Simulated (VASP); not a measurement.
# Rb (P6_3/mmc) in VASP: a series of runs, part 2 of 2

VASP 6.6.1. The steps go on from the part before.

### Step 3. Single point, LDA

INCAR reads:

```
SYSTEM = Rb
ALGO = Normal
EDIFF = 1E-7
ENCUT = 520
GGA = CA
ISIF = 2
ISMEAR = -1
LASPH = .TRUE.
LCHARG = .FALSE.
LREAL = .FALSE.
LWAVE = .FALSE.
NBANDS = 16
NELM = 60
PREC = Accurate
SIGMA = 0.1
```

KPOINTS reads:

```
k-points
0
G
  12 12 7
  0 0 0
```

POSCAR reads:

```
Rb
1.0
    3.6149214904      0.0000000000      0.0000000000
   -1.8074607452      3.1306138434      0.0000000000
    0.0000000000      0.0000000000      5.9712555302
Rb
2
Direct
    0.3333333333      0.6666666667      0.2500000000
    0.6666666667      0.3333333333      0.7500000000
```

Potentials or basis: VASP PAW LDA potentials, release 64 (Rb_sv).

Run with:

```
$ cat potpaw_LDA.64/Rb_sv/POTCAR > POTCAR
$ mpirun -np 1 vasp_std > vasp.out
```

OUTCAR:

```text
SYSTEM = Rb
   EDIFF = 1E-7
   ENCUT = 520
   GGA = CA
   ISIF = 2
   ISMEAR = -1
   LASPH = .TRUE.
   LREAL = .FALSE.
   NELM = 60
   PREC = Accurate

 ion  position               nearest neighbor table
   1  0.333  0.667  0.250-   2 3.64   2 3.64   2 3.64   2 3.64   2 3.64   2 3.64   2 5.13   2 5.13
                             2 5.13   2 5.13   2 5.13   2 5.13
   2  0.667  0.333  0.750-   1 3.64   1 3.64   1 3.64   1 3.64   1 3.64   1 3.64   1 5.13   1 5.13
                             1 5.13   1 5.13   1 5.13   1 5.13

  LATTYP: Found a hexagonal cell.
 ALAT       =     3.6149214904
 C/A-ratio  =     1.6518354675
[... 649 lines left out ...]

  FORCE on cell =-STRESS in cart. coord.  units (eV):
  Direction    XX          YY          ZZ          XY          YZ          ZX
  --------------------------------------------------------------------------------------
  -------------------------------------------------------------------------------------
  Total        4.6453449      4.6453449      4.6481901      0.0000000      0.0000000      0.0000000
  in kB      110.1373229    110.1373229    110.2047813      0.0000000      0.0000000      0.0000000
  external PRESSURE =     110.1598090 kB  Pullay stress =       0.0000000 kB

 VOLUME and BASIS-vectors are now :
 -----------------------------------------------------------------------------
  energy-cutoff  :      520.00
  volume of cell :       67.58
      direct lattice vectors                 reciprocal lattice vectors
     3.614921490  0.000000000  0.000000000     0.276631181  0.159713087  0.000000000
    -1.807460745  3.130613843  0.000000000     0.000000000  0.319426173  0.000000000
     0.000000000  0.000000000  5.971255530     0.000000000  0.000000000  0.167468968

 POSITION                                       TOTAL-FORCE (eV/Angst)
 -----------------------------------------------------------------------------------
     -0.00000      2.08708      1.49281        -0.000000     -0.000000      0.000000
      1.80746      1.04354      4.47844         0.000000      0.000000      0.000000
 -----------------------------------------------------------------------------------
    total drift:                               -0.000000      0.000000     -0.000000

  FREE ENERGIE OF THE ION-ELECTRON SYSTEM (eV)
  ---------------------------------------------------
  free  energy   TOTEN  =        -0.4049911905 eV

  energy  without entropy=       -0.3321299318  energy(sigma->0) =       -0.36856056
```

OSZICAR:

```text
N       E                     dE             d eps       ncg     rms          rms(c)
DAV:   1     0.890501857732E+02    0.89050E+02   -0.82933E+03  2432   0.985E+02
DAV:   2     0.556716873111E+01   -0.83483E+02   -0.80880E+02  3368   0.198E+02
DAV:   3    -0.197860504043E+00   -0.57650E+01   -0.57356E+01  3800   0.468E+01
DAV:   4    -0.453456451378E+00   -0.25560E+00   -0.25546E+00  3416   0.697E+00
DAV:   5    -0.457068967227E+00   -0.36125E-02   -0.36124E-02  3496   0.763E-01    0.484E+00
DAV:   6    -0.412038406016E+00    0.45031E-01   -0.51484E-02  2888   0.135E+00    0.309E+00
DAV:   7    -0.406697784246E+00    0.53406E-02   -0.78751E-02  3416   0.158E+00    0.445E-01
DAV:   8    -0.404973254331E+00    0.17245E-02   -0.10144E-02  2864   0.624E-01    0.413E-02
DAV:   9    -0.404992161857E+00   -0.18908E-04   -0.48328E-04  3592   0.118E-01    0.256E-02
DAV:  10    -0.404991228043E+00    0.93381E-06   -0.13723E-05  3248   0.210E-02    0.108E-02
DAV:  11    -0.404991190525E+00    0.37518E-07   -0.32210E-07  3216   0.359E-03
   1 F= -.40499119E+00 E0= -.36856056E+00  d E =-.728613E-01
```

stdout:

```text
POSCAR found type information on POSCAR Rb
 POSCAR found :  1 types and       2 ions
 scaLAPACK will be used
 LDA part: xc-table for (Slater(with rela. corr.)+CA(PZ))
 , standard interpolation
 POSCAR, INCAR and KPOINTS ok, starting setup
 FFT: planning ... GRIDC
 FFT: planning ... GRID_SOFT
 FFT: planning ... GRID
 WAVECAR not read
 entering main loop
```

Wall time 28 s (1 thread of Intel Xeon 6975P-C (Granite Rapids), shared host); peak memory 0.19 GiB.

What came out:

| Property | Result |
| --- | --- |
| Free energy | -0.4050 eV |
| Pressure | 11.0 GPa |
| Band gap on the k mesh | zero (bands 9 and 10 overlap by 2.11 eV) |

Levels at points of the mesh, in eV from the Fermi level:
```csv
k point,band 6,band 7,band 8,band 9,band 10,band 11,band 12,band 13
"(0.00, 0.00, 0.00)",-12.47,-12.46,-12.46,-3.05,-0.48,2.93,3.86,3.93
"(0.50, 0.00, 0.00)",-13.04,-12.87,-12.67,0.00,0.07,0.27,2.39,3.33
```

Caveat: the cell stands under pressure.
